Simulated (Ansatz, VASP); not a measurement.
**HfO2: VASP beside Ansatz**

The input INCAR:

```
SYSTEM = HfO2
  PREC = Accurate
  ENCUT = 520
  EDIFF = 1E-6
  ISMEAR = 0
  SIGMA = 0.02
  LREAL = .False.
  LASPH = .True.
  NELM = 80
  ALGO = Normal
  ISIF = 2
  LWAVE = .False.
  LCHARG = .False.
  GGA = PS
  NBANDS = 56
```

Contents of KPOINTS:

```
Automatic mesh
0
Gamma
  6 6 6
  0 0 0
```

File POSCAR:

```
HfO2
1.0
    5.0959283743      0.0000000000     -0.0127878223
    0.0000000000      5.1767655707      0.0000000000
   -0.8679873890      0.0000000000      5.1992136662
Hf O
4 8
Direct
    0.2771489378      0.0429781053      0.2081714124
    0.7228510622      0.5429781053      0.2918285876
    0.7228510622      0.9570218947      0.7918285876
    0.2771489378      0.4570218947      0.7081714124
    0.4471625092      0.7581705711      0.4799685542
    0.5528374908      0.2581705711      0.0200314458
    0.5528374908      0.2418294289      0.5200314458
    0.4471625092      0.7418294289      0.9799685542
    0.0711506406      0.3371991068      0.3409953690
    0.9288493594      0.8371991068      0.1590046310
    0.9288493594      0.6628008932      0.6590046310
    0.0711506406      0.1628008932      0.8409953690
```

Input for Ansatz:

```yaml
crystal:
  lattice:
    - [5.0959283743, 0.0, -0.0127878223]
    - [0.0, 5.1767655707, 0.0]
    - [-0.867987389, 0.0, 5.1992136662]
  atoms:
    - { symbol: Hf, position: [0.2771489378, 0.0429781053, 0.2081714124] }
    - { symbol: Hf, position: [0.7228510622, 0.5429781053, 0.2918285876] }
    - { symbol: Hf, position: [0.7228510622, 0.9570218947, 0.7918285876] }
    - { symbol: Hf, position: [0.2771489378, 0.4570218947, 0.7081714124] }
    - { symbol: O, position: [0.4471625092, 0.7581705711, 0.4799685542] }
    - { symbol: O, position: [0.5528374908, 0.2581705711, 0.0200314458] }
    - { symbol: O, position: [0.5528374908, 0.2418294289, 0.5200314458] }
    - { symbol: O, position: [0.4471625092, 0.7418294289, 0.9799685542] }
    - { symbol: O, position: [0.0711506406, 0.3371991068, 0.340995369] }
    - { symbol: O, position: [0.9288493594, 0.8371991068, 0.159004631] }
    - { symbol: O, position: [0.9288493594, 0.6628008932, 0.659004631] }
    - { symbol: O, position: [0.0711506406, 0.1628008932, 0.840995369] }
basis:
  ecutwfc: 420
kpoints:
  mp_grid: { grid: [6, 6, 6] }
  band_path: { path: [VBM, CBM], npoints: 2 }
hamiltonian:
  xc: pbesol
scf:
  occupations: { method: gaussian, width: 0.02 }
output:
  forces: true
  stress: true
  eigenvalues: true
```

Alike in both runs: task single point; functional PBEsol; k mesh 6 × 6 × 6; occupations gaussian, width 0.02 eV; no spin polarisation.

|  | VASP | Ansatz |
| --- | --- | --- |
| version | VASP 6.6.1 | Ansatz 0.2.0 |
| potentials or method | VASP PAW PBE potentials, release 64 (Hf_pv, O), cutoff 520 eV | scalar-relativistic, plane waves, PAW |
| valence electrons in the cell | 88 | 152 |

```tsv
	VASP	Ansatz	Ansatz less VASP
gap on the k mesh at the Fermi level (eV)	3.93	3.97	+0.035
least direct gap on the mesh (eV)	4.03	4.06	+0.038
pressure (GPa)	-3.0	0.0	+3.02
traceless stress, the component that is largest in VASP (GPa)	-0.18	0.00	+0.185
rms of the force components (eV/Å)	0.032	0.001	-0.0315
```

VASP's potentials were made for PBE, not for PBEsol. Atom by atom the forces differ by 0.032 eV/Å (rms over components). VASP's potentials hold 88 valence electrons a cell and Ansatz's 152, so a difference there can come from the potentials and not from the codes.

Neither program's run includes spin-orbit coupling.
